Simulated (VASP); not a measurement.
Runs of VASP 6.6.1 on Rh. The structure is that of space group Fm-3m (No. 225), or close to it. The cells are those of the table. 

```tsv
cell	k mesh	gap on the mesh (eV)	pressure (GPa)
a = 2.709 Å, angles 60.0°, 1 atom	25 × 25 × 25	none	0.0
a = 2.762 Å, angles 60.0°, 1 atom	25 × 25 × 25	none	(b)
a = 2.654 Å, angles 60.0°, 1 atom	49 × 49 × 49	none	(a)
a = 2.744 Å, angles 60.0°, 1 atom	25 × 25 × 25	none	-9.1
a = 2.727 Å, angles 60.0°, 1 atom	25 × 25 × 25	none	-4.9
```

Alike in all rows: task single point; level PBE; potentials or basis VASP PAW PBE potentials, release 64 (Rh_pv); no spin polarisation; cutoff (eV) 520; smearing fermi-dirac 0.0612256 eV.

Fill in the values left out.

(a) 18.6; (b) -12.9.

Caveats: the cell stands under tension (at least some runs); the cell stands under pressure (at least some runs).

A k mesh can miss the band edges, and the runs leave out spin-orbit coupling on Rh.

A gap of «none» marks levels without a gap at the run's occupations.
